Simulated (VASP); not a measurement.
A run of VASP 6.6.1:

File POSCAR:

```
CsI
1.0
    4.6546466218      0.0000000000      0.0000000000
    0.0000000000      4.6546466218      0.0000000000
    0.0000000000      0.0000000000      4.6546466218
Cs I
1 1
Direct
    0.0000000000      0.0000000000      0.0000000000
    0.5000000000      0.5000000000      0.5000000000
```

The input INCAR.step1:

```
ALGO = Normal ; EDIFF = 1E-5
ENCUT = 550 ; GGA = PE
GGA_COMPAT = False ; ISMEAR = 0
LASPH = True ; LCHARG = False
LREAL = False ; LWAVE = True
NBANDS = 15 ; NELM = 120
PREC = Accurate ; SIGMA = 0.02
```

Contents of INCAR.step2:

```
ALGO = Normal ; EDIFF = 1E-6
ENCUT = 550 ; GGA_COMPAT = False
ISIF = 2 ; ISMEAR = 0
ISTART = 1 ; LASPH = True
LCHARG = False ; LMIXTAU = True
LREAL = False ; LWAVE = False
METAGGA = R2SCAN ; NBANDS = 15
NELM = 120 ; PREC = Accurate
SIGMA = 0.02
```

KPOINTS

```
k-points
0
Gamma
  6 6 6
```

Potentials or basis: VASP PAW PBE potentials, release 64 (Cs_sv, I).

Launch:

```sh
$ cat potpaw_PBE.64/Cs_sv/POTCAR potpaw_PBE.64/I/POTCAR > POTCAR
$ cp INCAR.step1 INCAR
$ mpirun -np 1 vasp_std > vasp.out
$ cp INCAR.step2 INCAR
$ mpirun -np 1 vasp_std > vasp.out
```

Hardware: 1 thread of Intel Xeon 8259CL, with other jobs on the host.

Q: How long does it take, and how much memory?

A: Run time: 2.3 min on 1 thread of Intel Xeon 8259CL, on a shared host, peak memory 0.23 GiB. Counts: k points 20.
